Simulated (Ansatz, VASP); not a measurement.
Two plane-wave programs on WC

The input INCAR:

```
SYSTEM = WC
ALGO = Normal ; EDIFF = 1E-6
EDIFFG = -0.01 ; ENCUT = 600
GGA = PE ; IBRION = 2
ISIF = 3 ; ISMEAR = -1
LASPH = .True. ; LCHARG = .False.
LDAU = .True. ; LDAUJ = 0 0
LDAUL = 2 -1 ; LDAUPRINT = 1
LDAUTYPE = 2 ; LDAUU = 6 0
LMAXMIX = 4 ; LREAL = .False.
LWAVE = .False. ; NELM = 150
NSW = 60 ; PREC = Accurate
SIGMA = 0.05
```

KPOINTS

```
k-points
0
Gamma
  10 10 9
  0 0 0
```

Contents of POSCAR:

```
WC
1.0
    2.9065000000      0.0000000000      0.0000000000
   -1.4532500000      2.5171028361      0.0000000000
    0.0000000000      0.0000000000      2.8366000000
W C
1 1
Direct
    0.0000000000      0.0000000000      0.0000000000
    0.6666666667      0.3333333333      0.5000000000
```

File input.yaml:

```yaml
crystal:
  lattice:
    - [2.9065, 0.0, 0.0]
    - [-1.45325, 2.5171028361, 0.0]
    - [0.0, 0.0, 2.8366]
  atoms:
    - { symbol: W, position: [0.0, 0.0, 0.0] }
    - { symbol: C, position: [0.6666666667, 0.3333333333, 0.5] }
hamiltonian:
  xc: pbe
  pseudopotentials: { kind: paw }
  hubbard: { sites: [{ species: W, l: d, u_eff: 6.0 }] }
kpoints:
  mp_grid: { grid: [10, 10, 9] }
scf:
  occupations: { method: fermi_dirac, width: 0.05 }
output:
  forces: true
  stress: true
  eigenvalues: true
relax:
  f_tol: 0.01
  max_steps: 40
  cell: { stress_tol: 0.05 }
```

Alike in both runs: task relaxation of cell and atoms; functional PBE; k mesh 10 × 10 × 9; occupations fermi-dirac, width 0.05 eV; no spin polarisation; Hubbard terms W d U = 6.0 eV.

```csv
,VASP,Ansatz
version,VASP 6.6.1,Ansatz 0.2.0
potentials or method,"VASP PAW PBE potentials, release 64 (W_sv, C)",Ansatz PAW
plane-wave cutoff (eV),600,420
valence electrons in the cell,18,18
```

Ansatz gave:

```
gap on the k mesh at the Fermi level, each at its own relaxed structure (eV) : none
relaxed volume (Å³/atom)                                                     : 10.55
relaxed length of the cell vector where the two differ most in proportion (Å)              : 2.844
```

Q: Estimate VASP's values.

A: gap on the k mesh at the Fermi level, each at its own relaxed structure (eV): none; relaxed volume (Å³/atom): 10.92; relaxed length of the cell vector where the two differ most in proportion (Å): 2.882.

The programs project onto different local orbitals, so the same U acts differently, and such runs can settle in different states. A gap of «none» marks a metal or a gap that the smearing closes.

Spin-orbit coupling is off throughout. Noted on Ansatz's run: the plane-wave basis is chosen anew once the cell has moved, so the energies of steps on either side of that aren't comparable.
